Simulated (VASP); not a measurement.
Input of a VASP 6.6.1 run:

INCAR

```
SYSTEM = BN
  PREC = Accurate
  ENCUT = 520
  EDIFF = 1E-7
  ISMEAR = 0
  SIGMA = 0.02
  LREAL = .False.
  LASPH = .True.
  NELM = 60
  ALGO = Normal
  ISIF = 2
  LWAVE = .False.
  LCHARG = .False.
  GGA = PE
  IVDW = 12
  NBANDS = 16
```

The input KPOINTS:

```
Automatic mesh
0
Gamma
  12 12 4
  0 0 0
```

File POSCAR:

```
BN
1.0
    2.5061233057      0.0000000000      0.0000000000
   -1.2530616528      2.1703664477      0.0000000000
    0.0000000000      0.0000000000      6.5973571420
B N
2 2
Direct
    0.0000000000      0.0000000000      0.5000000000
    0.3333333333      0.6666666667      0.0000000000
    0.0000000000      0.0000000000      0.0000000000
    0.6666666667      0.3333333333      0.5000000000
```

Potentials or basis: VASP PAW PBE potentials, release 64 (B, N).

Run with:

```bash
$ cat potpaw_PBE.64/B/POTCAR potpaw_PBE.64/N/POTCAR > POTCAR
$ mpirun -np 1 vasp_std > vasp.out
```

(1) Estimate the pressure.

(2) Estimate the band gap on the k mesh.

Results:

(1) 0.1 GPa.

(2) 4.35 eV, indirect (least direct gap 4.46 eV).
